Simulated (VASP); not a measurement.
# SiNi3 (R-3m) in VASP: notebook

Runs on SiNi3. Level: PBEsol. Tasks: single point.

Program: VASP 6.6.1. These are calculated values, not measurements. Logs are shortened: lines on timing, memory, paths and dates and some standing lists are left out, and cuts for length are marked.

### 1 The cell of the first run

It takes space group R-3m (No. 166, trigonal). Conventional cell: a = 2.586 Å, b = 2.586 Å, c = 22.986 Å, α = 90.00°, β = 90.00°, γ = 120.00°. Within 3.1 Å of Ni (site symmetry 3m) lie 3 Si at 2.34 Å and 9 Ni at 2.52 to 2.59 Å. Within 3.3 Å of Ni (site symmetry -3m) lie 12 Ni at 2.52 to 2.59 Å. Within 3.1 Å of Si (site symmetry -3m) lie 6 Ni at 2.34 Å and 6 Si at 2.59 Å.

### 2 Single point, PBEsol, collinear spin, ferromagnetic start

INCAR reads:

```
ALGO = Fast
EDIFF = 1E-6
ENCUT = 520
GGA = PS
ISIF = 2
ISMEAR = -1
ISPIN = 2
LASPH = True
LCHARG = False
LMAXMIX = 4
LORBIT = 11
LREAL = False
LWAVE = False
MAGMOM = 1 1 1 0
NBANDS = 29
NELM = 150
PREC = Accurate
SIGMA = 0.05
```

KPOINTS reads:

```
k-points
0
Gamma
  12 12 12
```

POSCAR reads:

```
SiNi3
1.0
    1.2928041287      0.7464008117      7.6619893310
   -1.2928041287      0.7464008117      7.6619893310
    0.0000000000     -1.4928016234      7.6619893310
Ni Si
3 1
Direct
    0.2547330000      0.2547330000      0.2547330000
    0.5000000000      0.5000000000      0.5000000000
    0.7452670000      0.7452670000      0.7452670000
    0.0000000000      0.0000000000      0.0000000000
```

Potentials or basis: VASP PAW PBE potentials, release 64 (Ni, Si).

On the command line:

```console
$ cat potpaw_PBE.64/Ni/POTCAR potpaw_PBE.64/Si/POTCAR > POTCAR
$ mpirun -np 1 vasp_std > vasp.out
```

OUTCAR:

```text
EDIFF = 1E-6
   ENCUT = 520
   GGA = PS
   ISIF = 2
   ISMEAR = -1
   ISPIN = 2
   LASPH = True
   LORBIT = 11
   LREAL = False
   NELM = 150
   PREC = Accurate

 ion  position               nearest neighbor table
   1  0.255  0.255  0.255-   4 2.34   4 2.34   4 2.34   2 2.52   2 2.52   2 2.52
   2  0.500  0.500  0.500-   1 2.52   3 2.52   1 2.52   1 2.52   3 2.52   3 2.52
   3  0.745  0.745  0.745-   4 2.34   4 2.34   4 2.34   2 2.52   2 2.52   2 2.52
   4  0.000  0.000  0.000-   3 2.34   1 2.34   3 2.34   3 2.34   1 2.34   1 2.34

  LATTYP: Found a trigonal (rhomboedric) cell.
 ALAT       =     7.8060577243
 COS(alpha) =     0.9451430144

  Lattice vectors:

 A1 = (   1.2928041287,   0.7464008117,   7.6619893310)
 A2 = (  -1.2928041287,   0.7464008117,   7.6619893310)
 A3 = (   0.0000000000,  -1.4928016234,   7.6619893310)

Analysis of symmetry for initial positions (statically):
=====================================================================
 Subroutine PRICEL returns:
 Original cell was already a primitive cell.

 Routine SETGRP: Setting up the symmetry group for a
 trigonal (rhombohedral) supercell.

 Subroutine GETGRP returns: Found 12 space group operations
 (whereof 12 operations were pure point group operations)
 out of a pool of 12 trial point group operations.

The static configuration has the point symmetry D_3d.

Analysis of symmetry for dynamics (positions and initial velocities):
=====================================================================
 Subroutine PRICEL returns:
 Original cell was already a primitive cell.

 Routine SETGRP: Setting up the symmetry group for a
 trigonal (rhombohedral) supercell.

 Subroutine GETGRP returns: Found 12 space group operations
 (whereof 12 operations were pure point group operations)
 out of a pool of 12 trial point group operations.

The dynamic configuration has the point symmetry D_3d.

Analysis of structural, dynamic, and magnetic symmetry:
=====================================================================
 Subroutine PRICEL returns:
 Original cell was already a primitive cell.

 Routine SETGRP: Setting up the symmetry group for a
 trigonal (rhombohedral) supercell.

 Subroutine GETGRP returns: Found 12 space group operations
 (whereof 12 operations were pure point group operations)
 out of a pool of 12 trial point group operations.

The overall configuration has the point symmetry D_3d.

 Subroutine INISYM returns: Found 12 space group operations
 (whereof 12 operations are pure point group operations),
 and found     1 'primitive' translations

----------------------------------------------------------------------------------------

                                     Primitive cell

  volume of cell :      44.3606

  direct lattice vectors                    reciprocal lattice vectors
     1.292804129  0.746400812  7.661989331     0.386756191  0.223293791  0.043504803
    -1.292804129  0.746400812  7.661989331    -0.386756191  0.223293791  0.043504803
     0.000000000 -1.492801623  7.661989331     0.000000000 -0.446587582  0.043504803

  length of vectors
     7.806057724  7.806057724  7.806057724     0.448701611  0.448701611  0.448701611

  position of ions in fractional coordinates (direct lattice)
     0.254733000  0.254733000  0.254733000
     0.500000000  0.500000000  0.500000000
     0.745267000  0.745267000  0.745267000
     0.000000000  0.000000000  0.000000000

  ion indices of the primitive-cell ions
   primitive index   ion index
                 1           1
                 2           2
                 3           3
                 4           4

----------------------------------------------------------------------------------------

 KPOINTS: k-points

Automatic generation of k-mesh.
 Grid dimensions read from file:
 generate k-points for:   12   12   12

 Generating k-lattice:

  Cartesian coordinates                     Fractional coordinates (reciprocal lattice)
     0.032229683  0.018607816  0.003625400     0.083333333 -0.000000000  0.000000000
    -0.032229683  0.018607816  0.003625400    -0.000000000  0.083333333  0.000000000
     0.000000000 -0.037215632  0.003625400     0.000000000  0.000000000  0.083333333

  Length of vectors
     0.037391801  0.037391801  0.037391801

  Shift w.r.t. Gamma in fractional coordinates (k-lattice)
     0.000000000  0.000000000  0.000000000

 Subroutine IBZKPT returns following result:
 ===========================================

 Found    189 irreducible k-points:

 Following reciprocal coordinates:
            Coordinates               Weight
  0.000000  0.000000  0.000000      1.000000
  0.083333  0.000000  0.000000      6.000000
  0.166667  0.000000  0.000000      6.000000
  0.250000  0.000000  0.000000      6.000000
  0.333333  0.000000  0.000000      6.000000
  0.416667  0.000000  0.000000      6.000000
[... 16 lines left out ...]
  0.500000  0.166667  0.000000     12.000000
 -0.416667  0.166667 -0.000000     12.000000
 [... further k-points ...]
   k-points           NKPTS =    189   k-points in BZ     NKDIM =    189   number of bands    NBANDS=     29
   number of dos      NEDOS =    301   number of ions     NIONS =      4
   total plane-waves  NPLWV = 216000
   dimension x,y,z NGX =    60 NGY =   60 NGZ =   60
   dimension x,y,z NGXF=   120 NGYF=  120 NGZF=  120
   ions per type =               3   1
   NGX,Y,Z   is equivalent  to a cutoff of  12.78, 12.78, 12.78 a.u.
   NGXF,Y,Z  is equivalent  to a cutoff of  25.56, 25.56, 25.56 a.u.
 SYSTEM =  unknown system
   PREC   = accura    normal or accurate (medium, high low for compatibility)
   ISTART =      0    job   : 0-new  1-cont  2-samecut
   ICHARG =      2    charge: 1-file 2-atom 10-const
   ISPIN  =      2    spin polarized calculation?
   LNONCOLLINEAR =      F non collinear calculations
   LSORBIT =      F    spin-orbit coupling
   LASPH  =      T    aspherical Exc in radial PAW
   ENCUT  =  520.0 eV  38.22 Ry    6.18 a.u.  14.51 14.51 14.51*2*pi/ulx,y,z
   NELM   =    150;   NELMIN=  2; NELMDL= -5     # of ELM steps
   EDIFF  = 0.1E-05   stopping-criterion for ELM
   LREAL  =      F    real-space projection
   EDIFFG = 0.1E-04   stopping-criterion for IOM
   NSW    =      0    number of steps for IOM
   IBRION =     -1    ionic relax: 0-MD 1-quasi-New 2-CG
   NFREE  =      0    steps in history (QN), initial steepest desc. (CG)
   ISIF   =      2    stress and relaxation
   ISYM   =      2    0-nonsym 1-usesym 2-fastsym
   POTIM  = 0.5000    time-step for ionic-motion
   TEBEG  =    0.0;   TEEND  =   0.0 temperature during run
   PSTRESS=    0.0 pullay stress
   NELECT =      34.0000    total number of electrons
   NUPDOWN=      -1.0000    fix difference up-down
   EMIN   =  10.00;   EMAX   =-10.00  energy-range for DOS
   EFERMI =   0.00;   METHOD = LEGACY
   ISMEAR =    -1;   SIGMA  =   0.05  broadening in eV -4-tet -1-fermi 0-gaus
   EFERMI_NEDOS =   21; number of points for ismear=-14 and -15
   IALGO  =     68    algorithm
   IMIX   =      4    mixing-type and parameters
     AMIX     =   0.40;   BMIX     =  1.00
     AMIX_MAG =   1.60;   BMIX_MAG =  1.00
  volume/ion in A,a.u.               =      11.09        74.84
  Fermi-wavevector in a.u.,A,eV,Ry     =   1.498196  2.831180 30.539513  2.244591
  Thomas-Fermi vector in A             =   2.609986
   LORBIT       =     11    0 simple, 1 ext, 2 COOP (PROOUT), +10 PAW based schemes
   GGA     = PS    functional components
   LHFCALC =     F    Hartree Fock is set to
   AEXX    =    0.0000 exact exchange contribution
   IVDW    =     0    specifies the selected vdW correction
   LEPSILON=     F    determine dielectric tensor
   LRPA    =     F    only Hartree local field effects (RPA)
 spin polarized calculation
 RMM-DIIS sequential band-by-band and
  energy-cutoff  :      520.00
  volume of cell :       44.36
 maximum number of plane-waves:      1212
 NGX is ok and might be reduce to    60
   NGX = 29   NGY = 29   NGZ = 29

 number of electron      34.0000003 magnetization       0.4131064

 Free energy of the ion-electron system (eV)
  ---------------------------------------------------
  ext. energy  EPLUGINS =         0.00000000
  ---------------------------------------------------
  free energy    TOTEN  =       -24.96176114 eV

  energy without entropy =      -24.92630463  energy(sigma->0) =      -24.94403288

 E-fermi :  10.0733     XC(G=0): -13.0552

 val. band max:       10.0700807192   @ k =   0.5000   0.4167   0.0000
 cond. band min:      10.0756995636   @ k =  -0.2500   0.4167   0.0833
 fundamental gap:      0.0056188444
 Fermi energy:        10.0732521423

 spin component 1

 k-point     1 :       0.0000    0.0000    0.0000
  band No.  band energies     occupation
      1      -3.6966      1.00000
      2       2.0014      1.00000
      3       2.7704      1.00000
      4       5.7414      1.00000
      5       7.2392      1.00000
      6       8.0786      1.00000
[... 21 lines left out ...]
     28      28.9953      0.00000
     29      29.1619      0.00000

 k-point     2 :       0.0833    0.0000    0.0000
  band No.  band energies     occupation
      1      -3.5004      1.00000
      2       2.1924      1.00000
      3       2.9895      1.00000
      4       5.8747      1.00000
      5       7.2407      1.00000
      6       7.9281      1.00000
[... 21 lines left out ...]
     28      28.3057      0.00000
     29      29.1792      0.00000

 k-point     3 :       0.1667    0.0000    0.0000
  band No.  band energies     occupation
      1      -2.9163      1.00000
      2       2.7544      1.00000
      3       3.6104      1.00000
      4       6.2255      1.00000
      5       7.2021      1.00000
      6       7.5227      1.00000
[... 638 lines left out ...]
      5       6.6180      1.00000
      6       6.9814      1.00000
[... 21 lines left out ...]
     28      23.2127      0.00000
     29      23.6606      0.00000

 k-point    24 :      -0.4167    0.1667   -0.0000
  band No.  band energies     occupation
      1       3.2366      1.00000
      2       3.3244      1.00000
      3       5.9385      1.00000
      4       6.5109      1.00000
      5       6.6137      1.00000
      6       6.9071      1.00000
[... 21 lines left out ...]
     28      22.3633      0.00000
     29      23.5907      0.00000

 [... further k-points ...]

 spin component 2

 k-point     1 :       0.0000    0.0000    0.0000
  band No.  band energies     occupation
      1      -3.6998      1.00000
      2       1.9970      1.00000
      3       2.7736      1.00000
      4       5.8327      1.00000
      5       7.3071      1.00000
      6       8.1515      1.00000
[... 21 lines left out ...]
     28      28.9857      0.00000
     29      29.1583      0.00000

 k-point     2 :       0.0833    0.0000    0.0000
  band No.  band energies     occupation
      1      -3.5036      1.00000
      2       2.1882      1.00000
      3       2.9926      1.00000
      4       5.9669      1.00000
      5       7.3128      1.00000
      6       8.0523      1.00000
[... 21 lines left out ...]
     28      28.3049      0.00000
     29      29.1794      0.00000

 k-point     3 :       0.1667    0.0000    0.0000
  band No.  band energies     occupation
      1      -2.9194      1.00000
      2       2.7510      1.00000
      3       3.6142      1.00000
      4       6.3206      1.00000
      5       7.2754      1.00000
      6       7.5972      1.00000
[... 638 lines left out ...]
      5       6.6918      1.00000
      6       7.1411      1.00000
[... 21 lines left out ...]
     28      23.2393      0.00000
     29      23.6710      0.00000

 k-point    24 :      -0.4167    0.1667   -0.0000
  band No.  band energies     occupation
      1       3.2400      1.00000
      2       3.3293      1.00000
      3       5.9817      1.00000
      4       6.5627      1.00000
      5       6.7270      1.00000
      6       7.0394      1.00000
[... 21 lines left out ...]
     28      22.3948      0.00000
     29      23.6028      0.00000

 [... further k-points ...]

------------------------ aborting loop because EDIFF is reached ----------------------------------------

  FORCE on cell =-STRESS in cart. coord.  units (eV):
  Direction    XX          YY          ZZ          XY          YZ          ZX
  --------------------------------------------------------------------------------------
  -------------------------------------------------------------------------------------
  Total       -1.5284217     -1.5284217     -1.8552717      0.0000000      0.0000000      0.0000000
  in kB      -55.2021706    -55.2021706    -67.0070452      0.0000000      0.0000000      0.0000000
  external PRESSURE =     -59.1371288 kB  Pullay stress =       0.0000000 kB

 VOLUME and BASIS-vectors are now :
 -----------------------------------------------------------------------------
  energy-cutoff  :      520.00
  volume of cell :       44.36
      direct lattice vectors                 reciprocal lattice vectors
     1.292804129  0.746400812  7.661989331     0.386756191  0.223293791  0.043504803
    -1.292804129  0.746400812  7.661989331    -0.386756191  0.223293791  0.043504803
     0.000000000 -1.492801623  7.661989331     0.000000000 -0.446587582  0.043504803

 POSITION                                       TOTAL-FORCE (eV/Angst)
 -----------------------------------------------------------------------------------
      0.00000      0.00000      5.85528         0.000000      0.000000      0.023929
      0.00000      0.00000     11.49298         0.000000      0.000000     -0.000000
      0.00000      0.00000     17.13068         0.000000     -0.000000     -0.023929
      0.00000      0.00000      0.00000        -0.000000      0.000000     -0.000000
 -----------------------------------------------------------------------------------
    total drift:                               -0.000000     -0.000000     -0.000000

  FREE ENERGIE OF THE ION-ELECTRON SYSTEM (eV)
  ---------------------------------------------------
  free  energy   TOTEN  =       -24.9617611357 eV

  energy  without entropy=      -24.9263046268  energy(sigma->0) =      -24.94403288

 total charge

# of ion       s       p       d       tot
------------------------------------------
    1        0.484   0.555   8.418   9.457
    2        0.476   0.435   8.302   9.213
    3        0.484   0.555   8.418   9.457
    4        0.741   0.892   0.000   1.632
--------------------------------------------------
tot          2.184   2.437  25.137  29.758

 magnetization (x)

# of ion       s       p       d       tot
------------------------------------------
    1       -0.000  -0.005   0.059   0.055
    2       -0.001  -0.005   0.321   0.315
    3       -0.000  -0.005   0.059   0.055
    4        0.000  -0.001   0.000  -0.001
--------------------------------------------------
tot         -0.001  -0.015   0.440   0.423
```

Wall time 57 min (1 thread of Intel Xeon Platinum 8488C (Sapphire Rapids), shared host); peak memory 0.86 GiB.

What came out:

* Free energy: -24.9618 eV
* Pressure: -5.9 GPa
* Largest force: 0.024 eV/Å
* Net moment: 0.41 μB per cell
* Site moments: Ni +0.06, +0.32 (each value once); Si -0.00 μB
* Valence electrons inside the program's atomic spheres: Ni 9.46, 9.21 (each value once); Si 1.63

Forces in eV/Å, atoms in the order of the input:
```
Ni   0.000  0.000  0.024
Ni   0.000  0.000  0.000
Ni   0.000  0.000 -0.024
Si   0.000  0.000  0.000
```

Levels at points of the mesh, in eV from the Fermi level:
Spin up:
```tsv
k point	band 14	band 15	band 16	band 17	band 18	band 19	band 20	band 21	band 22	band 23
(0.00, 0.00, 0.00)	-1.24	-1.16	-1.14	-1.14	-0.51	-0.51	4.02	12.04	12.04	12.15
(0.50, 0.00, 0.00)	-0.35	-0.33	-0.24	-0.06	0.82	0.96	2.41	5.21	6.14	6.62
(0.50, 0.50, 0.00)	-0.35	-0.33	-0.24	-0.07	0.06	1.95	2.14	5.52	6.54	6.55
(0.50, 0.50, 0.50)	-1.30	-1.30	-1.10	-1.10	-0.51	-0.51	6.34	8.51	12.04	12.04
```
Spin down:
```tsv
k point	band 14	band 15	band 16	band 17	band 18	band 19	band 20	band 21
(0.00, 0.00, 0.00)	-1.19	-1.16	-0.94	-0.94	-0.27	-0.27	4.09	12.04
(0.50, 0.00, 0.00)	-0.27	-0.26	0.05	0.15	0.82	1.16	2.44	5.31
(0.50, 0.50, 0.00)	-0.27	-0.26	-0.04	0.15	0.29	1.98	2.23	5.57
(0.50, 0.50, 0.50)	-1.25	-1.25	-0.91	-0.91	-0.27	-0.27	6.35	8.59
```

Caveat: the cell stands under tension; the PAW data sets were made with another functional, which shifts forces and pressure a little.

[end of part 1 of 2]
